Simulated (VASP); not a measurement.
Here is a VASP 6.6.1 calculation.

The input POSCAR:

```
GaP
1.0
    0.0000000000      2.6978789294      2.6978789294
    2.6978789294      0.0000000000      2.6978789294
    2.6978789294      2.6978789294      0.0000000000
Ga P
1 1
Direct
    0.0000000000      0.0000000000      0.0000000000
    0.2500000000      0.2500000000      0.2500000000
```

INCAR.step1

```
SYSTEM = GaP
PREC = Accurate ; ENCUT = 550
ISMEAR = 0 ; SIGMA = 0.01
LREAL = .False. ; LASPH = .True.
NELM = 120 ; NBANDS = 16
GGA = PE ; ALGO = Normal
EDIFF = 1E-5 ; LWAVE = .True.
LCHARG = .False. ; GGA_COMPAT = .False.
```

The input INCAR.step2:

```
SYSTEM = GaP
PREC = Accurate ; ENCUT = 550
EDIFF = 1E-6 ; ISMEAR = 0
SIGMA = 0.01 ; LREAL = .False.
LASPH = .True. ; NELM = 120
ALGO = Normal ; ISIF = 2
LWAVE = .False. ; LCHARG = .False.
METAGGA = R2SCAN ; LMIXTAU = .True.
NBANDS = 16 ; ISTART = 1
GGA_COMPAT = .False.
```

KPOINTS

```
Automatic mesh
0
Gamma
  6 6 6
  0 0 0
```

Potentials or basis: VASP PAW PBE potentials, release 64 (Ga_d, P).

Launch:

```console
$ cat potpaw_PBE.64/Ga_d/POTCAR potpaw_PBE.64/P/POTCAR > POTCAR
$ cp INCAR.step1 INCAR
$ mpirun -np 1 vasp_std > vasp.out
$ cp INCAR.step2 INCAR
$ mpirun -np 1 vasp_std > vasp.out
```

Problem. Estimate the band gap on the k mesh.

Solution. 1.85 eV, indirect (least direct gap 2.61 eV).

Problem. Estimate the pressure.

Solution. 2.9 GPa.

Caveat: the PAW data sets were made with another functional, which shifts forces and pressure a little. A k mesh can miss the band edges.
